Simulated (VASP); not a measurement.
Write the native input for VASP 6.6.1 that does the following.

* Task: single point
* Functional: r2SCANh
* Potentials or basis: VASP PAW PBE potentials, release 64 (Pb_d, Se)
* Cutoff: 520 eV
* k mesh: 4 × 4 × 4
* Occupations: fermi-dirac, width 0.05 eV
* Spin: no spin polarisation
* Dipole correction: no
* Grid for exact exchange (PRECFOCK): Normal
* Further INCAR settings: ALGO = Normal; EDIFF = 1e-06; NBANDS = 17
* Share of exact exchange: 0.1

PbSe:

```xyz
2
Lattice="0.0000 3.1009 3.1009 3.1009 0.0000 3.1009 3.1009 3.1009 0.0000" Properties=species:S:1:pos:R:3 pbc="T T T"
Pb    0.0000    0.0000    0.0000
Se    3.1009    3.1009    3.1009
```

These files were run (other wordings do the same):

POSCAR

```
PbSe
1.0
    0.0000000000      3.1009263293      3.1009263293
    3.1009263293      0.0000000000      3.1009263293
    3.1009263293      3.1009263293      0.0000000000
Pb Se
1 1
Direct
    0.0000000000      0.0000000000      0.0000000000
    0.5000000000      0.5000000000      0.5000000000
```

INCAR.step1

```
PREC     = Accurate       # precision mode
ENCUT    = 520            # plane-wave cutoff, eV
EDIFF    = 1E-5           # SCF threshold, eV
ISMEAR   = -1             # smearing method
SIGMA    = 0.05           # smearing width, eV
LREAL    = False          # projectors in reciprocal space
LASPH    = True           # aspherical terms in the spheres
NELM     = 100            # most SCF steps
ALGO     = Normal         # electronic algorithm
ISIF     = 2              # what is computed and relaxed
LWAVE    = True           # write WAVECAR
LCHARG   = False          # write CHGCAR
GGA      = PE             # functional
NBANDS   = 17             # bands
```

INCAR.step2

```
PREC     = Accurate       # precision mode
ENCUT    = 520            # plane-wave cutoff, eV
EDIFF    = 1E-6           # SCF threshold, eV
ISMEAR   = -1             # smearing method
SIGMA    = 0.05           # smearing width, eV
LREAL    = False          # projectors in reciprocal space
LASPH    = True           # aspherical terms in the spheres
NELM     = 100            # most SCF steps
ALGO     = Normal         # electronic algorithm
ISIF     = 2              # what is computed and relaxed
LWAVE    = False          # write WAVECAR
LCHARG   = False          # write CHGCAR
METAGGA  = R2SCAN         # meta-GGA
LHFCALC  = True           # exact exchange
AEXX     = 0.1            # exact-exchange fraction
LMIXTAU  = True         
PRECFOCK = Normal       
ISTART   = 1            
NBANDS   = 17             # bands
```

KPOINTS

```
Automatic mesh
0
Gamma
  4 4 4
```

Potentials or basis: VASP PAW PBE potentials, release 64 (Pb_d, Se).

Launch:

```bash
$ cat potpaw_PBE.64/Pb_d/POTCAR potpaw_PBE.64/Se/POTCAR > POTCAR
$ cp INCAR.step1 INCAR
$ mpirun -np 1 vasp_std > vasp.out
$ cp INCAR.step2 INCAR
$ mpirun -np 1 vasp_std > vasp.out
```

It gave:

```
Pressure               : -0.8 GPa
Band gap on the k mesh : 1.10 eV
```

Caveat: the k points lie up to 0.44 Å⁻¹ apart; the PAW data sets were made with another functional, which shifts forces and pressure a little; spin-orbit coupling is left out, which moves the levels of the heavy elements.

Wall time 13 min on 1 thread of Intel(R) Xeon(R) Platinum 8375C CPU @ 2.90GHz (Ice Lake), with other jobs on the host, peak memory 0.24 GiB.
